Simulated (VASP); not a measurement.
# BaS (Fm-3m) in VASP: further runs

BaS is run at these levels: LDA; tasks: single point.

Program: VASP 6.6.1. These are calculated values, not measurements. Logs are shortened: lines on timing, memory, paths and dates and some standing lists are left out, and cuts for length are marked.

## (1) The cell of the first run

It takes space group Fm-3m (No. 225, cubic). The conventional cell has a = 6.352 Å, b = 6.352 Å, c = 6.352 Å, α = 90.00°, β = 90.00°, γ = 90.00°. Within 4.2 Å of Ba (site symmetry m-3m) lie 6 S at 3.18 Å. S (site symmetry m-3m) has 6 Ba at 3.18 Å within 4.2 Å.

## (2) Single point, LDA

Input file INCAR:

```
PREC = Accurate
ENCUT = 520
EDIFF = 1E-7
ISMEAR = 0
SIGMA = 0.05
LREAL = F
LASPH = T
NELM = 60
ALGO = Normal
ISIF = 2
LWAVE = F
LCHARG = F
GGA = CA
NBANDS = 15
```

Input file KPOINTS:

```
Automatic mesh
0
Gamma
  6 6 6
```

Input file POSCAR:

```
BaS
1.0
    0.0000000000      3.1761178257      3.1761178257
    3.1761178257      0.0000000000      3.1761178257
    3.1761178257      3.1761178257      0.0000000000
Ba S
1 1
Direct
    0.5000000000      0.5000000000      0.5000000000
    0.0000000000      0.0000000000      0.0000000000
```

Potentials or basis: VASP PAW LDA potentials, release 64 (Ba_sv, S).

The run is started by

```sh
$ cat potpaw_LDA.64/Ba_sv/POTCAR potpaw_LDA.64/S/POTCAR > POTCAR
$ mpirun -np 1 vasp_std > vasp.out
```

OUTCAR:

```text
PREC = Accurate
   ENCUT = 520
   EDIFF = 1E-7
   ISMEAR = 0
   LREAL = F
   LASPH = T
   NELM = 60
   ISIF = 2
   GGA = CA

 ion  position               nearest neighbor table
   1  0.500  0.500  0.500-   2 3.18   2 3.18   2 3.18   2 3.18   2 3.18   2 3.18
   2  0.000  0.000  0.000-   1 3.18   1 3.18   1 3.18   1 3.18   1 3.18   1 3.18

  LATTYP: Found a face centered cubic cell.
 ALAT       =     6.3522356514

  Lattice vectors:

 A1 = (   0.0000000000,   3.1761178257,   3.1761178257)
 A2 = (   3.1761178257,   0.0000000000,   3.1761178257)
 A3 = (   3.1761178257,   3.1761178257,   0.0000000000)

Analysis of symmetry for initial positions (statically):
[... 5 lines left out ...]
 face centered cubic supercell.

 Subroutine GETGRP returns: Found 48 space group operations
 (whereof 48 operations were pure point group operations)
 out of a pool of 48 trial point group operations.

The static configuration has the point symmetry O_h .

Analysis of symmetry for dynamics (positions and initial velocities):
[... 5 lines left out ...]
 face centered cubic supercell.

 Subroutine GETGRP returns: Found 48 space group operations
 (whereof 48 operations were pure point group operations)
 out of a pool of 48 trial point group operations.

The dynamic configuration has the point symmetry O_h .

 Subroutine INISYM returns: Found 48 space group operations
 (whereof 48 operations are pure point group operations),
 and found     1 'primitive' translations

----------------------------------------------------------------------------------------

                                     Primitive cell

  volume of cell :      64.0796

  direct lattice vectors                    reciprocal lattice vectors
     0.000000000  3.176117826  3.176117826    -0.157424890  0.157424890  0.157424890
     3.176117826  0.000000000  3.176117826     0.157424890 -0.157424890  0.157424890
     3.176117826  3.176117826  0.000000000     0.157424890  0.157424890 -0.157424890

  length of vectors
     4.491708905  4.491708905  4.491708905     0.272667908  0.272667908  0.272667908

  position of ions in fractional coordinates (direct lattice)
     0.500000000  0.500000000  0.500000000
     0.000000000  0.000000000  0.000000000

  ion indices of the primitive-cell ions
   primitive index   ion index
                 1           1
                 2           2

----------------------------------------------------------------------------------------

 KPOINTS: Automatic mesh

Automatic generation of k-mesh.
 Grid dimensions read from file:
[... 64 lines left out ...]
   POTIM  = 0.5000    time-step for ionic-motion
   TEBEG  =    0.0;   TEEND  =   0.0 temperature during run
   PSTRESS=    0.0 pullay stress
   NELECT =      16.0000    total number of electrons
   NUPDOWN=      -1.0000    fix difference up-down
   EMIN   =  10.00;   EMAX   =-10.00  energy-range for DOS
   EFERMI =   0.00;   METHOD = LEGACY
   ISMEAR =     0;   SIGMA  =   0.05  broadening in eV -4-tet -1-fermi 0-gaus
   EFERMI_NEDOS =   21; number of points for ismear=-14 and -15
   IALGO  =     38    algorithm
   IMIX   =      4    mixing-type and parameters
     AMIX     =   0.40;   BMIX     =  1.00
     AMIX_MAG =   1.60;   BMIX_MAG =  1.00
  volume/ion in A,a.u.               =      32.04       216.22
  Fermi-wavevector in a.u.,A,eV,Ry     =   1.030880  1.948081 14.459103  1.062714
  Thomas-Fermi vector in A             =   2.165001
   LORBIT       =      0    0 simple, 1 ext, 2 COOP (PROOUT), +10 PAW based schemes
   GGA     = CA    functional components
   LHFCALC =     F    Hartree Fock is set to
   AEXX    =    0.0000 exact exchange contribution
   IVDW    =     0    specifies the selected vdW correction
   LEPSILON=     F    determine dielectric tensor
   LRPA    =     F    only Hartree local field effects (RPA)
 non-spin polarized calculation
 Gauss-broadening in eV      SIGMA  =   0.05
  energy-cutoff  :      520.00
  volume of cell :       64.08
 maximum number of plane-waves:      1759
 NGX is ok and might be reduce to    36
   NGX = 17   NGY = 17   NGZ = 17

 number of electron      16.0000000 magnetization

 Free energy of the ion-electron system (eV)
  ---------------------------------------------------
  ext. energy  EPLUGINS =         0.00000000
  ---------------------------------------------------
  free energy    TOTEN  =       -11.16948004 eV

  energy without entropy =      -11.16948004  energy(sigma->0) =      -11.16948004

 E-fermi :   1.5763     XC(G=0):  -9.0593

 val. band max:        1.3291868155   @ k =   0.0000   0.0000   0.0000
 cond. band min:       3.2018054543   @ k =   0.5000   0.5000   0.0000
 fundamental gap:      1.8726186388
 Fermi energy:         1.5762504390

 k-point     1 :       0.0000    0.0000    0.0000
  band No.  band energies     occupation
      1     -24.6208      2.00000
      2      -9.6921      2.00000
      3      -9.6921      2.00000
      4      -9.6921      2.00000
      5      -9.0120      2.00000
      6       1.3292      2.00000
      7       1.3292      2.00000
      8       1.3292      2.00000
      9       4.7219      0.00000
     10       5.0310      0.00000
     11       5.0310      0.00000
     12       5.0310      0.00000
     13       6.0338      0.00000
     14       6.0338      0.00000
[... 257 lines left out ...]
      2     -10.2164      2.00000
      3     -10.1534      2.00000
      4      -9.9898      2.00000
      5      -8.4429      2.00000
      6       0.3824      2.00000
      7       0.7938      2.00000
      8       0.9295      2.00000
      9       4.3460      0.00000
     10       6.7417      0.00000
     11       7.4720      0.00000
     12       8.2672      0.00000
     13       8.8431      0.00000
     14       9.5944      0.00000
     15      11.0897      0.00000

------------------------ aborting loop because EDIFF is reached ----------------------------------------

  FORCE on cell =-STRESS in cart. coord.  units (eV):
  Direction    XX          YY          ZZ          XY          YZ          ZX
  --------------------------------------------------------------------------------------
  -------------------------------------------------------------------------------------
  Total       -0.4441398     -0.4441398     -0.4441398      0.0000000      0.0000000      0.0000000
  in kB      -11.1047931    -11.1047931    -11.1047931      0.0000000      0.0000000      0.0000000
  external PRESSURE =     -11.1047931 kB  Pullay stress =       0.0000000 kB

 VOLUME and BASIS-vectors are now :
 -----------------------------------------------------------------------------
  energy-cutoff  :      520.00
  volume of cell :       64.08
      direct lattice vectors                 reciprocal lattice vectors
     0.000000000  3.176117826  3.176117826    -0.157424890  0.157424890  0.157424890
     3.176117826  0.000000000  3.176117826     0.157424890 -0.157424890  0.157424890
     3.176117826  3.176117826  0.000000000     0.157424890  0.157424890 -0.157424890

 POSITION                                       TOTAL-FORCE (eV/Angst)
 -----------------------------------------------------------------------------------
      3.17612      3.17612      3.17612         0.000000     -0.000000      0.000000
      0.00000      0.00000      0.00000        -0.000000      0.000000     -0.000000
 -----------------------------------------------------------------------------------
    total drift:                                0.000000      0.000000      0.000000

  FREE ENERGIE OF THE ION-ELECTRON SYSTEM (eV)
  ---------------------------------------------------
  free  energy   TOTEN  =       -11.1694800393 eV

  energy  without entropy=      -11.1694800393  energy(sigma->0) =      -11.16948004
```

OSZICAR:

```text
N       E                     dE             d eps       ncg     rms          rms(c)
DAV:   1     0.797159878258E+02    0.79716E+02   -0.66466E+03   480   0.896E+02
DAV:   2    -0.704499472274E+01   -0.86761E+02   -0.79148E+02   691   0.177E+02
DAV:   3    -0.115433199670E+02   -0.44983E+01   -0.44657E+01   622   0.406E+01
DAV:   4    -0.116919426656E+02   -0.14862E+00   -0.14860E+00   657   0.541E+00
DAV:   5    -0.116927745506E+02   -0.83188E-03   -0.83186E-03   636   0.465E-01    0.495E+00
DAV:   6    -0.111974706694E+02    0.49530E+00   -0.65664E-01   543   0.483E+00    0.344E+00
DAV:   7    -0.111745820760E+02    0.22889E-01   -0.13284E-01   607   0.201E+00    0.197E+00
DAV:   8    -0.111702775159E+02    0.43046E-02   -0.20144E-02   501   0.809E-01    0.241E-01
DAV:   9    -0.111693335858E+02    0.94393E-03   -0.24492E-03   592   0.294E-01    0.135E-01
DAV:  10    -0.111694946298E+02   -0.16104E-03   -0.21858E-04   550   0.103E-01    0.318E-02
DAV:  11    -0.111694792885E+02    0.15341E-04   -0.49323E-05   641   0.406E-02    0.118E-02
DAV:  12    -0.111694799605E+02   -0.67206E-06   -0.42349E-06   522   0.116E-02    0.800E-03
DAV:  13    -0.111694800393E+02   -0.78747E-07   -0.30619E-07   628   0.323E-03
   1 F= -.11169480E+02 E0= -.11169480E+02  d E =-.975535E-14
```

It took 7.5 s on 1 thread of Intel Xeon 6975P-C (Granite Rapids), shared host; peak memory 0.17 GiB.

What came out:

```yaml
Free_energy: -11.1695 eV
Pressure: -1.1 GPa
Band_gap_on_the_k_mesh: 1.87 eV, indirect (least direct gap 2.00 eV)
```

Caveat: spin-orbit coupling is left out, which moves the levels of the heavy elements. A k mesh can miss the band edges.

## (3) Single point, LDA

This run uses another cell than the first one, of 30.83 Å³/atom, 0.962 times its volume.

INCAR: that of step 2 with these lines changed.

```diff
@@ -2,3 +2,3 @@
 ENCUT = 520
-EDIFF = 1E-7
+EDIFF = 1E-6
 ISMEAR = 0
```

Input file KPOINTS:

```
regular mesh
0
Gamma
  6 6 6
```

Input file POSCAR:

```
BaS
1.0
    0.0000000000      3.1355605176      3.1355605176
    3.1355605176      0.0000000000      3.1355605176
    3.1355605176      3.1355605176      0.0000000000
Ba S
1 1
Direct
    0.5000000000      0.5000000000      0.5000000000
    0.0000000000      0.0000000000      0.0000000000
```

Potentials or basis: VASP PAW LDA potentials, release 64 (Ba_sv, S).

The run is started by

```sh
$ cat potpaw_LDA.64/Ba_sv/POTCAR potpaw_LDA.64/S/POTCAR > POTCAR
$ mpirun -np 1 vasp_std > vasp.out
```

Wall time 6.8 s (1 thread of Intel Xeon 6975P-C (Granite Rapids), shared host); peak memory 0.17 GiB.

The run converged. Its results:

* Free energy: -11.1722 eV
* Pressure: 0.8 GPa
* Band gap on the k mesh: 1.80 eV, indirect (least direct gap 1.90 eV)

Levels at points of the mesh, in eV from the valence-band top:
| k point | band 4 | band 5 | band 6 | band 7 | band 8 | band 9 | band 10 | band 11 | band 12 | band 13 |
| --- | --- | --- | --- | --- | --- | --- | --- | --- | --- | --- |
| (0.00, 0.00, 0.00) | -10.90 | -10.40 | 0.00 | 0.00 | 0.00 | 3.59 | 3.70 | 3.70 | 3.70 | 4.74 |
| (0.50, 0.00, 0.00) | -10.95 | -8.87 | -2.14 | -1.23 | -1.23 | 5.58 | 5.64 | 6.38 | 6.38 | 8.98 |
| (0.50, 0.50, 0.00) | -11.15 | -10.32 | -0.46 | -0.10 | -0.10 | 1.80 | 6.00 | 6.18 | 7.70 | 7.70 |

Caveat: spin-orbit coupling is left out, which moves the levels of the heavy elements. A k mesh can miss the band edges.
